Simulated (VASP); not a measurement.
Input of a VASP 6.6.1 run:

INCAR

```
  PREC = Accurate
  ENCUT = 520
  EDIFF = 1E-7
  ISMEAR = 1
  SIGMA = 0.15
  LREAL = F
  LASPH = T
  NELM = 100
  ALGO = Normal
  ISIF = 2
  LWAVE = F
  LCHARG = T
  GGA = PS
  LELF = T
  LVHAR = T
  NBANDS = 21
```

The input KPOINTS:

```
regular mesh
0
Gamma
  11 11 6
```

File POSCAR:

```
Ge
1.0
    1.5076348903     -2.6288345735      0.0000000000
    1.5076348903      2.6288345735      0.0000000000
    0.0000000000      0.0000000000      4.7898083449
Ge
2
Direct
    0.6665530000      0.3334470000      0.2500000000
    0.3334470000      0.6665530000      0.7500000000
```

Potentials or basis: VASP PAW PBE potentials, release 64 (Ge_d).

Launch:

```console
$ cat potpaw_PBE.64/Ge_d/POTCAR > POTCAR
$ mpirun -np 1 vasp_std > vasp.out
```

Question: Estimate the largest force.

Answer: 0.008 eV/Å.

Question: Predict the band gap on the k mesh.

Answer: Zero (bands 14 and 15 overlap by 8.97 eV).

Forces in eV/Å, atoms in the order of the input:
```
Ge   0.000  0.008  0.000
Ge   0.000 -0.008  0.000
```

Caveat: the PAW data sets were made with another functional, which shifts forces and pressure a little.
